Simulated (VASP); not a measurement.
Here is a VASP 6.6.1 calculation.

INCAR

```
ALGO = Normal
EDIFF = 1E-6
ENCUT = 520
GGA = PS
ISIF = 2
ISMEAR = 0
LASPH = True
LCHARG = False
LREAL = Auto
LWAVE = False
NBANDS = 56
NELM = 80
PREC = Accurate
SIGMA = 0.02
```

KPOINTS

```
k-points
0
Gamma
  2 2 1
```

The input POSCAR:

```
BH3C18
1.0
    7.3980000000      0.0000000000      0.0000000000
   -3.6990000000      6.4068560000      0.0000000000
    0.0000000000      0.0000000000     13.0000000000
C B H
18 1 3
Direct
    0.0076628060      0.0040668933      0.0735303846
    0.2303831531      0.1167611696      0.0727098462
    0.0088383062      0.3429810191      0.0763630000
    0.2321486567      0.4528923391      0.0795353846
    0.0098891290      0.6744827728      0.0693116923
    0.2306914646      0.7851017722      0.0740642308
    0.3398545162      0.0063446096      0.0689190769
    0.5637459110      0.1187673018      0.0620625385
    0.3417018812      0.3404924350      0.0746094615
    0.5636578993      0.4519759770      0.0684279231
    0.3422430568      0.6739951702      0.0808706154
    0.5663898812      0.7859873860      0.0834988462
    0.6730520036      0.0095530475      0.0648632308
    0.8955478391      0.1186869191      0.0790420769
    0.6754894841      0.3409962702      0.0635923077
    0.8978673561      0.4518439309      0.0690512308
    0.6750012722      0.6728879188      0.0696220769
    0.8974855148      0.7840613243      0.0673966923
    0.8462176582      0.0791474008      0.2179898462
    0.6698215307     -0.1307505585      0.2008434615
    1.0147726261      0.1337139464      0.2592520769
    0.7345886790      0.1434404020      0.2456941538
```

Potentials or basis: VASP PAW PBE potentials, release 64 (C, B, H).

Command:

```console
$ cat potpaw_PBE.64/C/POTCAR potpaw_PBE.64/B/POTCAR potpaw_PBE.64/H/POTCAR > POTCAR
$ mpirun -np 1 vasp_std > vasp.out
```

(1) Estimate the band gap on the k mesh.

(2) What does it give for the largest force?

## Answers

(1) 0.11 eV.

(2) 2.687 eV/Å.

Caveat: the k points lie up to 0.49 Å⁻¹ apart; the PAW data sets were made with another functional, which shifts forces and pressure a little.
